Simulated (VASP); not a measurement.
Write the native input for VASP 6.6.1 that does the following.

| Item | Value |
| --- | --- |
| Task | single point |
| Functional | PBE |
| Potentials or basis | VASP PAW PBE potentials, release 64 (Sn_d, As) |
| Cutoff | 520 eV |
| k mesh | 12 × 12 × 12 |
| Occupations | gaussian, width 0.1 eV |
| Spin | no spin polarisation |
| Dipole correction | no |
| Further INCAR settings | ALGO = Fast; EDIFF = 1e-06; NBANDS = 32 |

The structure of Sn3As lies in POSCAR:

```
Sn3As
1.0
   -2.8758278714      2.8758278714      2.8758278714
    2.8758278714     -2.8758278714      2.8758278714
    2.8758278714      2.8758278714     -2.8758278714
Sn As
3 1
Direct
    0.0000000000      0.5000000000      0.5000000000
    0.5000000000      0.0000000000      0.5000000000
    0.5000000000      0.5000000000      0.0000000000
    0.0000000000      0.0000000000      0.0000000000
```

These files were run (other wordings do the same):

INCAR

```
PREC = Accurate
ENCUT = 520
EDIFF = 1E-6
ISMEAR = 0
SIGMA = 0.1
LREAL = F
LASPH = T
NELM = 100
ALGO = Fast
ISIF = 2
LWAVE = F
LCHARG = F
GGA = PE
NBANDS = 32
```

KPOINTS

```
Automatic mesh
0
Gamma
  12 12 12
```

Potentials or basis: VASP PAW PBE potentials, release 64 (Sn_d, As).

The run is started by

```console
$ cat potpaw_PBE.64/Sn_d/POTCAR potpaw_PBE.64/As/POTCAR > POTCAR
$ mpirun -np 1 vasp_std > vasp.out
```

It gave:

| Item | Value |
| --- | --- |
| Pressure | 9.3 GPa |
| Band gap on the k mesh | zero (an odd number of electrons rules out a gap without spin polarisation) |

Caveat: the cell stands under pressure; spin-orbit coupling is left out, which moves the levels of the heavy elements.

It took 8.3 min on 1 thread of Intel Xeon 8259CL (shared host), peak memory 0.36 GiB.
